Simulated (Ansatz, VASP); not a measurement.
## One calculation of BiP, two programs

Contents of INCAR:

```
SYSTEM = BiP
PREC     = Accurate       ! precision mode
ENCUT    = 520            ! plane-wave cutoff, eV
EDIFF    = 1E-7           ! SCF threshold, eV
ISMEAR   = 0              ! smearing method
SIGMA    = 0.05           ! smearing width, eV
LREAL    = .FALSE.        ! projectors in reciprocal space
LASPH    = .TRUE.         ! aspherical terms in the spheres
NELM     = 100            ! most SCF steps
ALGO     = Normal         ! electronic algorithm
ISIF     = 2              ! what is computed and relaxed
LWAVE    = .FALSE.        ! write WAVECAR
LCHARG   = .TRUE.         ! write CHGCAR
GGA      = PS             ! functional
LELF     = .TRUE.         ! ELF
LVHAR    = .TRUE.       
NBANDS   = 17             ! bands
```

Contents of KPOINTS:

```
Automatic mesh
0
G
  10 10 10
  0 0 0
```

Contents of POSCAR:

```
BiP
1.0
    0.0000000000      3.2029413269      3.2029413269
    3.2029413269      0.0000000000      3.2029413269
    3.2029413269      3.2029413269      0.0000000000
Bi P
1 1
Direct
    0.0000000000      0.0000000000      0.0000000000
    0.2500000000      0.2500000000      0.2500000000
```

Input for Ansatz:

```yaml
crystal:
  lattice:
    - [0.0, 3.2029413269, 3.2029413269]
    - [3.2029413269, 0.0, 3.2029413269]
    - [3.2029413269, 3.2029413269, 0.0]
  atoms:
    - { symbol: Bi, position: [0.0, 0.0, 0.0] }
    - { symbol: P, position: [0.25, 0.25, 0.25] }
basis:
  ecutwfc: 420
  ecutrho_ratio: 4
kpoints:
  mp_grid: { grid: [10, 10, 10] }
hamiltonian:
  xc: pbesol
scf:
  occupations: { method: gaussian, width: 0.05 }
output:
  forces: true
  stress: true
  eigenvalues: true
```

Alike in both runs: task single point; functional PBEsol; k mesh 10 × 10 × 10; occupations gaussian, width 0.05 eV; no spin polarisation.

|  | VASP | Ansatz |
| --- | --- | --- |
| version | VASP 6.6.1 | Ansatz 0.2.0 |
| potentials or method | VASP PAW PBE potentials, release 64 (Bi_d, P), cutoff 520 eV | scalar-relativistic, plane waves, PAW |
| valence electrons in the cell | 20 | 20 |

|  | VASP | Ansatz | Ansatz less VASP |
| --- | --- | --- | --- |
| gap on the k mesh at the Fermi level (eV) | none | none | - |
| pressure (GPa) | 0.0 | 0.0 | +0.02 |

VASP's potentials were made for PBE, not for PBEsol. A gap of «none» marks a metal or a gap that the smearing closes. The functional is the same, so the differences come from potentials, cutoffs and numerics.

Spin-orbit coupling is off throughout.
